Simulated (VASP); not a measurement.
# Ni (Fm-3m) in VASP: a series of runs

Runs on Ni. Level: LDA. Tasks: single point.

All numbers are computed with VASP 6.6.1; they aren't measurements. Logs are shortened: lines on timing, memory, paths and dates and some standing lists are left out, and cuts for length are marked.

### 1 The cell of the first run

Symmetry: Fm-3m, No. 225, cubic system. Conventional cell: a = 3.425 Å, b = 3.425 Å, c = 3.425 Å, α = 90.00°, β = 90.00°, γ = 90.00°. Within 3.2 Å of Ni (site symmetry m-3m) lie 12 Ni at 2.42 Å.

### 2 Single point, LDA

File INCAR:

```
SYSTEM = Ni
ALGO     = Normal         ! electronic algorithm
EDIFF    = 1E-7           ! SCF threshold, eV
ENCUT    = 520            ! plane-wave cutoff, eV
ISIF     = 2              ! what is computed and relaxed
ISMEAR   = 0              ! smearing method
LASPH    = .TRUE.         ! aspherical terms in the spheres
LCHARG   = .FALSE.        ! write CHGCAR
LREAL    = .FALSE.        ! projectors in reciprocal space
LWAVE    = .FALSE.        ! write WAVECAR
NBANDS   = 11             ! bands
NELM     = 100            ! most SCF steps
PREC     = Accurate       ! precision mode
SIGMA    = 0.05           ! smearing width, eV
```

File KPOINTS:

```
k-points
0
G
  22 22 22
  0 0 0
```

File POSCAR:

```
Ni
1.0
    0.0000000000      1.7123229066      1.7123229066
    1.7123229066      0.0000000000      1.7123229066
    1.7123229066      1.7123229066      0.0000000000
Ni
1
Direct
    0.0000000000      0.0000000000      0.0000000000
```

Potentials or basis: VASP PAW LDA potentials, release 64 (Ni).

Run with:

```bash
> cat potpaw_LDA.64/Ni/POTCAR > POTCAR
> mpirun -np 1 vasp_std > vasp.out
```

OUTCAR:

```text
SYSTEM = Ni
   EDIFF = 1E-7
   ENCUT = 520
   ISIF = 2
   ISMEAR = 0
   LASPH = .TRUE.
   LREAL = .FALSE.
   NELM = 100
   PREC = Accurate

 ion  position               nearest neighbor table
   1  0.000  0.000  0.000-

  LATTYP: Found a face centered cubic cell.
 ALAT       =     3.4246458132

  Lattice vectors:

 A1 = (   0.0000000000,   1.7123229066,   1.7123229066)
 A2 = (   1.7123229066,   0.0000000000,   1.7123229066)
 A3 = (   1.7123229066,   1.7123229066,   0.0000000000)

Analysis of symmetry for initial positions (statically):
=====================================================================
 Subroutine PRICEL returns:
 Original cell was already a primitive cell.

 Routine SETGRP: Setting up the symmetry group for a
 face centered cubic supercell.

 Subroutine GETGRP returns: Found 48 space group operations
 (whereof 48 operations were pure point group operations)
 out of a pool of 48 trial point group operations.

The static configuration has the point symmetry O_h .

Analysis of symmetry for dynamics (positions and initial velocities):
=====================================================================
 Subroutine PRICEL returns:
 Original cell was already a primitive cell.

 Routine SETGRP: Setting up the symmetry group for a
 face centered cubic supercell.

 Subroutine GETGRP returns: Found 48 space group operations
 (whereof 48 operations were pure point group operations)
 out of a pool of 48 trial point group operations.

The dynamic configuration has the point symmetry O_h .

 Subroutine INISYM returns: Found 48 space group operations
 (whereof 48 operations are pure point group operations),
 and found     1 'primitive' translations

----------------------------------------------------------------------------------------

                                     Primitive cell

  volume of cell :      10.0412

  direct lattice vectors                    reciprocal lattice vectors
     0.000000000  1.712322907  1.712322907    -0.292000999  0.292000999  0.292000999
     1.712322907  0.000000000  1.712322907     0.292000999 -0.292000999  0.292000999
     1.712322907  1.712322907  0.000000000     0.292000999  0.292000999 -0.292000999

  length of vectors
     2.421590278  2.421590278  2.421590278     0.505760567  0.505760567  0.505760567

  position of ions in fractional coordinates (direct lattice)
     0.000000000  0.000000000  0.000000000

  ion indices of the primitive-cell ions
   primitive index   ion index
                 1           1

----------------------------------------------------------------------------------------

 KPOINTS: k-points

Automatic generation of k-mesh.
 Grid dimensions read from file:
 generate k-points for:   22   22   22

 Generating k-lattice:

  Cartesian coordinates                     Fractional coordinates (reciprocal lattice)
    -0.013272773  0.013272773  0.013272773     0.045454545  0.000000000  0.000000000
     0.013272773 -0.013272773  0.013272773     0.000000000  0.045454545  0.000000000
     0.013272773  0.013272773 -0.013272773     0.000000000  0.000000000  0.045454545

  Length of vectors
     0.022989117  0.022989117  0.022989117

  Shift w.r.t. Gamma in fractional coordinates (k-lattice)
     0.000000000  0.000000000  0.000000000

 Subroutine IBZKPT returns following result:
 ===========================================

 Found    328 irreducible k-points:

 Following reciprocal coordinates:
            Coordinates               Weight
  0.000000  0.000000  0.000000      1.000000
  0.045455  0.000000  0.000000      8.000000
  0.090909  0.000000  0.000000      8.000000
  0.136364  0.000000  0.000000      8.000000
  0.181818  0.000000  0.000000      8.000000
  0.227273  0.000000  0.000000      8.000000
[... 16 lines left out ...]
  0.500000  0.045455  0.000000     24.000000
 -0.454545  0.045455  0.000000     24.000000
 [... further k-points ...]
   k-points           NKPTS =    328   k-points in BZ     NKDIM =    328   number of bands    NBANDS=     11
   number of dos      NEDOS =    301   number of ions     NIONS =      1
   total plane-waves  NPLWV =   5832
   dimension x,y,z NGX =    18 NGY =   18 NGZ =   18
   dimension x,y,z NGXF=    36 NGYF=   36 NGZF=   36
   ions per type =               1
   NGX,Y,Z   is equivalent  to a cutoff of  12.36, 12.36, 12.36 a.u.
   NGXF,Y,Z  is equivalent  to a cutoff of  24.71, 24.71, 24.71 a.u.
 SYSTEM =  Ni
   PREC   = accura    normal or accurate (medium, high low for compatibility)
   ISTART =      0    job   : 0-new  1-cont  2-samecut
   ICHARG =      2    charge: 1-file 2-atom 10-const
   ISPIN  =      1    spin polarized calculation?
   LNONCOLLINEAR =      F non collinear calculations
   LSORBIT =      F    spin-orbit coupling
   LASPH  =      T    aspherical Exc in radial PAW
   ENCUT  =  520.0 eV  38.22 Ry    6.18 a.u.   4.50  4.50  4.50*2*pi/ulx,y,z
   NELM   =    100;   NELMIN=  2; NELMDL= -5     # of ELM steps
   EDIFF  = 0.1E-06   stopping-criterion for ELM
   LREAL  =      F    real-space projection
   EDIFFG = 0.1E-05   stopping-criterion for IOM
   NSW    =      0    number of steps for IOM
   IBRION =     -1    ionic relax: 0-MD 1-quasi-New 2-CG
   NFREE  =      0    steps in history (QN), initial steepest desc. (CG)
   ISIF   =      2    stress and relaxation
   ISYM   =      2    0-nonsym 1-usesym 2-fastsym
   POTIM  = 0.5000    time-step for ionic-motion
   TEBEG  =    0.0;   TEEND  =   0.0 temperature during run
   PSTRESS=    0.0 pullay stress
   NELECT =      10.0000    total number of electrons
   NUPDOWN=      -1.0000    fix difference up-down
   EMIN   =  10.00;   EMAX   =-10.00  energy-range for DOS
   EFERMI =   0.00;   METHOD = LEGACY
   ISMEAR =     0;   SIGMA  =   0.05  broadening in eV -4-tet -1-fermi 0-gaus
   EFERMI_NEDOS =   21; number of points for ismear=-14 and -15
   IALGO  =     38    algorithm
   IMIX   =      4    mixing-type and parameters
     AMIX     =   0.40;   BMIX     =  1.00
     AMIX_MAG =   1.60;   BMIX_MAG =  1.00
  volume/ion in A,a.u.               =      10.04        67.76
  Fermi-wavevector in a.u.,A,eV,Ry     =   1.634855  3.089427 36.364971  2.672750
  Thomas-Fermi vector in A             =   2.726425
   LORBIT       =      0    0 simple, 1 ext, 2 COOP (PROOUT), +10 PAW based schemes
   GGA     = CA    functional components
   LHFCALC =     F    Hartree Fock is set to
   AEXX    =    0.0000 exact exchange contribution
   IVDW    =     0    specifies the selected vdW correction
   LEPSILON=     F    determine dielectric tensor
   LRPA    =     F    only Hartree local field effects (RPA)
 non-spin polarized calculation
 Gauss-broadening in eV      SIGMA  =   0.05
  energy-cutoff  :      520.00
  volume of cell :       10.04
 maximum number of plane-waves:       290
 NGX is ok and might be reduce to    18
   NGX =  9   NGY =  9   NGZ =  9

 number of electron      10.0000000 magnetization

 number of electron       9.9999991 magnetization

 Free energy of the ion-electron system (eV)
  ---------------------------------------------------
  ext. energy  EPLUGINS =         0.00000000
  ---------------------------------------------------
  free energy    TOTEN  =        -6.54231021 eV

  energy without entropy =       -6.53686167  energy(sigma->0) =       -6.53958594

 E-fermi :  10.0577     XC(G=0): -14.0943

 val. band max:       10.0553766215   @ k =  -0.4545   0.2273   0.0455
 cond. band min:      10.0594175091   @ k =   0.4545   0.0909   0.0000
 fundamental gap:      0.0040408876
 Fermi energy:        10.0576815699

 k-point     1 :       0.0000    0.0000    0.0000
  band No.  band energies     occupation
      1       0.6871      2.00000
      2       7.9643      2.00000
      3       7.9643      2.00000
      4       7.9643      2.00000
      5       9.2411      2.00000
      6       9.2411      2.00000
      7      34.6618      0.00000
      8      39.0908      0.00000
      9      39.0908      0.00000
     10      39.0908      0.00000
     11      42.4131      0.00000

 k-point     2 :       0.0455    0.0000    0.0000
  band No.  band energies     occupation
      1       0.7732      2.00000
      2       7.9387      2.00000
      3       7.9855      2.00000
      4       7.9855      2.00000
      5       9.2315      2.00000
      6       9.2315      2.00000
      7      34.4736      0.00000
      8      37.8725      0.00000
      9      38.9121      0.00000
     10      38.9121      0.00000
     11      42.6819      0.00000

 k-point     3 :       0.0909    0.0000    0.0000
  band No.  band energies     occupation
      1       1.0289      2.00000
      2       7.8666      2.00000
      3       8.0436      2.00000
      4       8.0436      2.00000
      5       9.2082      2.00000
      6       9.2082      2.00000
      7      33.5143      0.00000
      8      36.4071      0.00000
      9      38.5058      0.00000
     10      38.5058      0.00000
     11      43.3161      0.00000

 k-point     4 :       0.1364    0.0000    0.0000
  band No.  band energies     occupation
      1       1.4457      2.00000
      2       7.7624      2.00000
      3       8.1213      2.00000
      4       8.1213      2.00000
      5       9.1882      2.00000
      6       9.1882      2.00000
      7      31.5125      0.00000
      8      35.8083      0.00000
      9      38.0463      0.00000
     10      38.0463      0.00000
     11      43.3436      0.00000
[... 239 lines left out ...]
 k-point    22 :       0.4545    0.0455    0.0000
  band No.  band energies     occupation
      1       5.1419      2.00000
      2       7.9049      2.00000
      3       7.9909      2.00000
      4       8.9694      2.00000
      5      10.0424      1.33498
      6      10.3564      0.00000
      7      17.6207      0.00000
      8      32.9552      0.00000
      9      35.1904      0.00000
     10      36.0470      0.00000
     11      39.9525      0.00000

 k-point    23 :       0.5000    0.0455    0.0000
  band No.  band energies     occupation
      1       5.2089      2.00000
      2       7.8832      2.00000
      3       7.9632      2.00000
      4       9.2758      2.00000
      5      10.0659      0.81513
      6      10.6453      0.00000
      7      16.7976      0.00000
      8      32.8057      0.00000
      9      35.5097      0.00000
     10      35.5792      0.00000
     11      40.0593      0.00000

 k-point    24 :      -0.4545    0.0455    0.0000
  band No.  band energies     occupation
      1       5.1967      2.00000
      2       7.8929      2.00000
      3       7.9639      2.00000
      4       9.2289      2.00000
      5      10.0188      1.72875
      6      10.6019      0.00000
      7      16.9741      0.00000
      8      32.7625      0.00000
      9      35.3105      0.00000
     10      35.9992      0.00000
     11      39.7009      0.00000

 [... further k-points ...]

------------------------ aborting loop because EDIFF is reached ----------------------------------------

  FORCE on cell =-STRESS in cart. coord.  units (eV):
  Direction    XX          YY          ZZ          XY          YZ          ZX
  --------------------------------------------------------------------------------------
  -------------------------------------------------------------------------------------
  Total       -0.0980762     -0.0980762     -0.0980762      0.0000000      0.0000000      0.0000000
  in kB      -15.6490191    -15.6490191    -15.6490191      0.0000000      0.0000000      0.0000000
  external PRESSURE =     -15.6490191 kB  Pullay stress =       0.0000000 kB

 VOLUME and BASIS-vectors are now :
 -----------------------------------------------------------------------------
  energy-cutoff  :      520.00
  volume of cell :       10.04
      direct lattice vectors                 reciprocal lattice vectors
     0.000000000  1.712322907  1.712322907    -0.292000999  0.292000999  0.292000999
     1.712322907  0.000000000  1.712322907     0.292000999 -0.292000999  0.292000999
     1.712322907  1.712322907  0.000000000     0.292000999  0.292000999 -0.292000999

 POSITION                                       TOTAL-FORCE (eV/Angst)
 -----------------------------------------------------------------------------------
      0.00000      0.00000      0.00000         0.000000      0.000000      0.000000
 -----------------------------------------------------------------------------------
    total drift:                                0.000000      0.000000      0.000000

  FREE ENERGIE OF THE ION-ELECTRON SYSTEM (eV)
  ---------------------------------------------------
  free  energy   TOTEN  =        -6.5423102082 eV

  energy  without entropy=       -6.5368616707  energy(sigma->0) =       -6.53958594
```

Wall time 20 s (1 thread of Intel Xeon Platinum 8488C (Sapphire Rapids), shared host); peak memory 0.14 GiB.

Results:

```
Free energy            : -6.5423 eV
Pressure               : -1.6 GPa
Band gap on the k mesh : zero (bands 5 and 6 overlap by 1.07 eV)
```

Caveat: the run has no spin polarisation, though such a crystal can be magnetic.

[end of part 1 of 2]
